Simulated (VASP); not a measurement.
Input of a VASP 6.6.1 run:

Contents of INCAR:

```
SYSTEM = Cd3Te5
  ALGO = Normal
  EDIFF = 1E-7
  ENCUT = 520
  GGA = PE
  ISIF = 2
  ISMEAR = 0
  LASPH = .True.
  LCHARG = .False.
  LREAL = .False.
  LWAVE = .False.
  NBANDS = 43
  NELM = 80
  PREC = Accurate
  SIGMA = 0.1
```

The input KPOINTS:

```
k-points
0
Gamma
  6 6 6
  0 0 0
```

File POSCAR:

```
Cd3Te5
1.0
    6.2013780763      0.0000000000      0.0000000000
    0.0000000000      6.2013780763      0.0000000000
    0.0000000000      0.0000000000      6.2013780763
Cd Te
3 5
Direct
    0.5000000000      0.0000000000      0.0000000000
    0.0000000000      0.5000000000      0.0000000000
    0.0000000000      0.0000000000      0.5000000000
    0.0000000000      0.5000000000      0.5000000000
    0.5000000000      0.0000000000      0.5000000000
    0.5000000000      0.5000000000      0.0000000000
    0.0000000000      0.0000000000      0.0000000000
    0.5000000000      0.5000000000      0.5000000000
```

Potentials or basis: VASP PAW PBE potentials, release 64 (Cd, Te).

Launch:

```console
$ cat potpaw_PBE.64/Cd/POTCAR potpaw_PBE.64/Te/POTCAR > POTCAR
$ mpirun -np 1 vasp_std > vasp.out
```

Task: Predict the band gap on the k mesh.

Result: Zero (band 33 reaches 5.02 eV, above the bottom of band 34 at 3.72 eV).

Task: Predict the pressure.

Result: 0.1 GPa.

Caveat: spin-orbit coupling is left out, which moves the levels of the heavy elements.
